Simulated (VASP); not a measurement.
# PtSe2 (P-3m1) in VASP: a series of runs

Runs on PtSe2. Level: PBE. Tasks: single point.

Everything below comes from runs of VASP 6.6.1. Logs are shortened: lines on timing, memory, paths and dates and some standing lists are left out, and cuts for length are marked.

## (1) The cell of the first run

The structure is trigonal, space group P-3m1 (No. 164). Conventional cell: a = 3.749 Å, b = 3.749 Å, c = 6.529 Å, α = 90.00°, β = 90.00°, γ = 120.00°. Within 3.3 Å of Pt (site symmetry -3m) lie 6 Se at 2.53 Å. Se (site symmetry 3m) has 3 Pt at 2.53 Å and 3 Se at 3.40 Å within 3.4 Å.

## (2) Single point, PBE, non-collinear spin, zero start, spin-orbit coupling

Input file INCAR:

```
SYSTEM = PtSe2
PREC = Accurate
ENCUT = 520
EDIFF = 1E-6
ISMEAR = 0
SIGMA = 0.05
LREAL = .FALSE.
LASPH = .TRUE.
NELM = 150
ALGO = Normal
ISIF = 2
LWAVE = .FALSE.
LCHARG = .TRUE.
LNONCOLLINEAR = .TRUE.
MAGMOM = 0 0 0 0 0 0 0 0 0
LORBIT = 11
LSORBIT = .TRUE.
GGA_COMPAT = .FALSE.
LORBMOM = .TRUE.
LMAXMIX = 4
GGA = PE
LVHAR = .TRUE.
NBANDS = 35
```

Input file KPOINTS:

```
Automatic mesh
0
G
  8 8 4
  0 0 0
```

Input file POSCAR:

```
PtSe2
1.0
    3.7492352056      0.0000000000      0.0000000000
   -1.8746176028      3.2469329328      0.0000000000
    0.0000000000      0.0000000000      6.5290296326
Pt Se
1 2
Direct
    0.0000000000      0.0000000000      0.0000000000
    0.3333333333      0.6666666667      0.2006362891
    0.6666666667      0.3333333333      0.7993637109
```

Potentials or basis: VASP PAW PBE potentials, release 64 (Pt, Se).

Started as:

```
$ cat potpaw_PBE.64/Pt/POTCAR potpaw_PBE.64/Se/POTCAR > POTCAR
$ mpirun -np 1 vasp_ncl > vasp.out
```

OUTCAR:

```text
SYSTEM = PtSe2
   PREC = Accurate
   ENCUT = 520
   EDIFF = 1E-6
   ISMEAR = 0
   LREAL = .FALSE.
   LASPH = .TRUE.
   NELM = 150
   ISIF = 2
   LNONCOLLINEAR = .TRUE.
   LORBIT = 11
   LSORBIT = .TRUE.
   GGA = PE

 ion  position               nearest neighbor table
   1  0.000  0.000  0.000-   2 2.53   3 2.53   2 2.53   3 2.53   3 2.53   2 2.53
   2  0.333  0.667  0.201-   1 2.53   1 2.53   1 2.53
   3  0.667  0.333  0.799-   1 2.53   1 2.53   1 2.53

  LATTYP: Found a hexagonal cell.
 ALAT       =     3.7492352056
 C/A-ratio  =     1.7414297249

  Lattice vectors:

 A1 = (   3.7492352056,   0.0000000000,   0.0000000000)
 A2 = (  -1.8746176028,   3.2469329328,   0.0000000000)
 A3 = (   0.0000000000,   0.0000000000,   6.5290296326)

Analysis of symmetry for initial positions (statically):
=====================================================================
 Subroutine PRICEL returns:
 Original cell was already a primitive cell.

 Routine SETGRP: Setting up the symmetry group for a
 hexagonal supercell.

 Subroutine GETGRP returns: Found 12 space group operations
 (whereof 12 operations were pure point group operations)
 out of a pool of 24 trial point group operations.

The static configuration has the point symmetry D_3d.

Analysis of symmetry for dynamics (positions and initial velocities):
=====================================================================
 Subroutine PRICEL returns:
 Original cell was already a primitive cell.

 Routine SETGRP: Setting up the symmetry group for a
 hexagonal supercell.

 Subroutine GETGRP returns: Found 12 space group operations
 (whereof 12 operations were pure point group operations)
 out of a pool of 24 trial point group operations.

The dynamic configuration has the point symmetry D_3d.

Analysis of structural, dynamic, and magnetic symmetry:
=====================================================================
 Subroutine PRICEL returns:
 Original cell was already a primitive cell.

 Routine SETGRP: Setting up the symmetry group for a
 hexagonal supercell.

 Subroutine GETGRP returns: Found 12 space group operations
 (whereof 12 operations were pure point group operations)
 out of a pool of 24 trial point group operations.

The overall configuration has the point symmetry D_3d.

 Subroutine INISYM returns: Found 12 space group operations
 (whereof 12 operations are pure point group operations),
 and found     1 'primitive' translations

----------------------------------------------------------------------------------------

                                     Primitive cell

  volume of cell :      79.4812

  direct lattice vectors                    reciprocal lattice vectors
     3.749235206  0.000000000  0.000000000     0.266721063  0.153991478  0.000000000
    -1.874617603  3.246932933  0.000000000     0.000000000  0.307982955  0.000000000
     0.000000000  0.000000000  6.529029633     0.000000000  0.000000000  0.153162117

  length of vectors
     3.749235206  3.749235206  6.529029633     0.307982955  0.307982955  0.153162117

  position of ions in fractional coordinates (direct lattice)
     0.000000000  0.000000000  0.000000000
     0.333333333  0.666666667  0.200636289
     0.666666667  0.333333333  0.799363711

  ion indices of the primitive-cell ions
   primitive index   ion index
                 1           1
                 2           2
                 3           3

----------------------------------------------------------------------------------------

 KPOINTS: Automatic mesh

Automatic generation of k-mesh.
 Grid dimensions read from file:
 generate k-points for:    8    8    4

 Generating k-lattice:

  Cartesian coordinates                     Fractional coordinates (reciprocal lattice)
     0.033340133  0.019248935  0.000000000     0.125000000  0.000000000  0.000000000
     0.000000000  0.038497869  0.000000000     0.000000000  0.125000000  0.000000000
     0.000000000  0.000000000  0.038290529     0.000000000  0.000000000  0.250000000

  Length of vectors
[... 97 lines left out ...]

 number of electron      21.9999997 magnetization      -0.0000000      0.0000000      0.0000000

 Free energy of the ion-electron system (eV)
  ---------------------------------------------------
  ext. energy  EPLUGINS =         0.00000000
  ---------------------------------------------------
  free energy    TOTEN  =       -14.70439368 eV

  energy without entropy =      -14.70439368  energy(sigma->0) =      -14.70439368

 E-fermi :   3.3216     XC(G=0):  -8.9726

 val. band max:        3.1005559323   @ k =   0.1250   0.1250   0.0000
 cond. band min:       3.9450178411   @ k =   0.0000   0.2500   0.2500
 fundamental gap:      0.8444619088
 Fermi energy:         3.3216262928

 k-point     1 :       0.0000    0.0000    0.0000
  band No.  band energies     occupation
      1     -11.1544      1.00000
      2     -11.1544      1.00000
      3      -9.3305      1.00000
      4      -9.3305      1.00000
      5      -2.5187      1.00000
      6      -2.5187      1.00000
[... 877 lines left out ...]
     33      11.9067      0.00000
     34      11.9067      0.00000

 [... further k-points ...]

 [bands above 34 left out]

------------------------ aborting loop because EDIFF is reached ----------------------------------------

  FORCE on cell =-STRESS in cart. coord.  units (eV):
  Direction    XX          YY          ZZ          XY          YZ          ZX
  --------------------------------------------------------------------------------------
  -------------------------------------------------------------------------------------
  Total        0.0384775      0.0384775      0.0181973      0.0000000      0.0000000     -0.0000000
  in kB        0.7756266      0.7756266      0.3668191      0.0000000      0.0000000     -0.0000000
  external PRESSURE =       0.6393574 kB  Pullay stress =       0.0000000 kB

 VOLUME and BASIS-vectors are now :
 -----------------------------------------------------------------------------
  energy-cutoff  :      520.00
  volume of cell :       79.48
      direct lattice vectors                 reciprocal lattice vectors
     3.749235206  0.000000000  0.000000000     0.266721063  0.153991478  0.000000000
    -1.874617603  3.246932933  0.000000000     0.000000000  0.307982955  0.000000000
     0.000000000  0.000000000  6.529029633     0.000000000  0.000000000  0.153162117

 POSITION                                       TOTAL-FORCE (eV/Angst)
 -----------------------------------------------------------------------------------
      0.00000      0.00000      0.00000         0.000000      0.000000      0.000000
     -0.00000      2.16462      1.30996         0.000000      0.000000      0.009968
      1.87462      1.08231      5.21907        -0.000000     -0.000000     -0.009968
 -----------------------------------------------------------------------------------
    total drift:                                0.000000     -0.000000     -0.000000

  FREE ENERGIE OF THE ION-ELECTRON SYSTEM (eV)
  ---------------------------------------------------
  free  energy   TOTEN  =       -14.7043936808 eV

  energy  without entropy=      -14.7043936808  energy(sigma->0) =      -14.70439368

 orbital moment (x)

 # of ion     p       d       tot
 ----------------------------------------
  1         0.000   0.000   0.000
  2         0.000  -0.000   0.000
  3         0.000  -0.000   0.000
 ----------------------------------------
            0.000   0.000   0.000

 orbital moment (y)

 # of ion     p       d       tot
 ----------------------------------------
  1         0.000   0.000   0.000
  2         0.000   0.000   0.000
  3        -0.000   0.000  -0.000
 ----------------------------------------
            0.000   0.000   0.000

 orbital moment (z)

 # of ion     p       d       tot
 ----------------------------------------
  1         0.000   0.000   0.000
  2         0.000  -0.000  -0.000
  3         0.000   0.000   0.000
 ----------------------------------------
            0.000   0.000   0.000

 Spin-Orbit-Coupling matrix elements

 Ion:    1  E_soc:     -0.7397069
 l=   1
     0.0000000    -0.0321117    -0.0335678
    -0.0321117     0.0000000    -0.0321117
    -0.0335678    -0.0321117     0.0000000
 l=   2
     0.0000000    -0.0200440     0.0000000    -0.0200440    -0.0676322
    -0.0200440     0.0000000    -0.0497248    -0.0248043    -0.0200440
     0.0000000    -0.0497248     0.0000000    -0.0497248     0.0000000
    -0.0200440    -0.0248043    -0.0497248     0.0000000    -0.0200440
    -0.0676322    -0.0200440     0.0000000    -0.0200440     0.0000000
 l=   3
     0.0000000     0.0000000     0.0000000     0.0000000     0.0000000     0.0000000     0.0000000
     0.0000000     0.0000000     0.0000000     0.0000000     0.0000000     0.0000000     0.0000000
     0.0000000     0.0000000     0.0000000     0.0000000     0.0000000     0.0000000     0.0000000
     0.0000000     0.0000000     0.0000000     0.0000000     0.0000000     0.0000000     0.0000000
[... 29 lines left out ...]
 l=   2
     0.0000000     0.0000009     0.0000000     0.0000009    -0.0000113
     0.0000009     0.0000000    -0.0000070    -0.0000017     0.0000009
     0.0000000    -0.0000070     0.0000000    -0.0000070     0.0000000
     0.0000009    -0.0000017    -0.0000070     0.0000000     0.0000009
    -0.0000113     0.0000009     0.0000000     0.0000009     0.0000000
 l=   3
     0.0000000     0.0000000     0.0000000     0.0000000     0.0000000     0.0000000     0.0000000
     0.0000000     0.0000000     0.0000000     0.0000000     0.0000000     0.0000000     0.0000000
     0.0000000     0.0000000     0.0000000     0.0000000     0.0000000     0.0000000     0.0000000
     0.0000000     0.0000000     0.0000000     0.0000000     0.0000000     0.0000000     0.0000000
     0.0000000     0.0000000     0.0000000     0.0000000     0.0000000     0.0000000     0.0000000
     0.0000000     0.0000000     0.0000000     0.0000000     0.0000000     0.0000000     0.0000000
     0.0000000     0.0000000     0.0000000     0.0000000     0.0000000     0.0000000     0.0000000

 total charge

# of ion       s       p       d       tot
------------------------------------------
    1        0.671   0.694   7.961   9.326
    2        1.478   2.240   0.055   3.773
    3        1.478   2.240   0.055   3.773
--------------------------------------------------
tot          3.627   5.174   8.070  16.872

 magnetization (x)

# of ion       s       p       d       tot
------------------------------------------
    1       -0.000   0.000   0.000  -0.000
    2       -0.000   0.000   0.000  -0.000
    3        0.000   0.000   0.000   0.000
--------------------------------------------------
tot         -0.000   0.000   0.000  -0.000

 magnetization (y)

# of ion       s       p       d       tot
------------------------------------------
    1       -0.000  -0.000   0.000  -0.000
    2        0.000   0.000   0.000   0.000
    3        0.000   0.000   0.000   0.000
--------------------------------------------------
tot         -0.000   0.000   0.000   0.000

 magnetization (z)

# of ion       s       p       d       tot
------------------------------------------
    1        0.000  -0.000  -0.000  -0.000
    2        0.000   0.000   0.000   0.000
    3        0.000   0.000   0.000   0.000
--------------------------------------------------
tot          0.000  -0.000  -0.000  -0.000
```

Run time: 1.8 min. Hardware: 1 thread of Intel Xeon 6975P-C (Granite Rapids), shared host; peak memory 0.42 GiB.

What came out:

```yaml
Free_energy: -14.7044 eV
Pressure: 0.1 GPa
Largest_force: 0.010 eV/Å
Net_moment: 0.00 μB per cell
Valence_electrons_inside_the_program's_atomic_spheres: Pt 9.33; Se 3.77
```

Forces on the atoms (eV/Å):
```
Pt   0.000  0.000  0.000
Se   0.000  0.000  0.010
Se   0.000  0.000 -0.010
```

Moments on the atoms (μB; x, y, z):
```
Pt  0.00 0.00 0.00
Se  0.00 0.00 0.00
Se  0.00 0.00 0.00
```

Caveat: this functional lacks dispersion, which binds the layers, so the pressure and a relaxed spacing across them are unreliable.

## (3) Single point, PBE, non-collinear spin, zero start, spin-orbit coupling

Input file INCAR:

```
PREC = Accurate
ENCUT = 520
EDIFF = 1E-7
ISMEAR = 0
SIGMA = 0.05
LREAL = False
LASPH = True
NELM = 150
ALGO = Normal
ISIF = 2
LWAVE = False
LCHARG = False
MAGMOM = 0 0 0 0 0 0 0 0 0
LORBIT = 11
LSORBIT = True
GGA_COMPAT = False
LORBMOM = True
LMAXMIX = 4
GGA = PE
NBANDS = 35
```

Input file KPOINTS:

```
Automatic mesh
0
Gamma
  8 8 4
```

POSCAR is that of step 2.

Potentials or basis: VASP PAW PBE potentials, release 64 (Pt, Se).

Started as:

```
$ cat potpaw_PBE.64/Pt/POTCAR potpaw_PBE.64/Se/POTCAR > POTCAR
$ mpirun -np 1 vasp_ncl > vasp.out
```

It took 1.9 min on 1 thread of Intel Xeon 6975P-C (Granite Rapids), shared host; peak memory 0.42 GiB.

It converged, with:

| Item | Value |
| --- | --- |
| Free energy | -14.7044 eV |
| Pressure | 0.1 GPa |
| Largest force | 0.010 eV/Å |
| Net moment | 0.00 μB per cell |
| Valence electrons inside the program's atomic spheres | Pt 9.33; Se 3.77 |

Forces on the atoms (eV/Å):
```
Pt   0.000  0.000  0.000
Se   0.000  0.000  0.010
Se   0.000  0.000 -0.010
```

Moments on the atoms (μB; x, y, z):
```
Pt  0.00 0.00 0.00
Se  0.00 0.00 0.00
Se  0.00 0.00 0.00
```

Caveat: this functional lacks dispersion, which binds the layers, so the pressure and a relaxed spacing across them are unreliable.

[end of part 1 of 2]
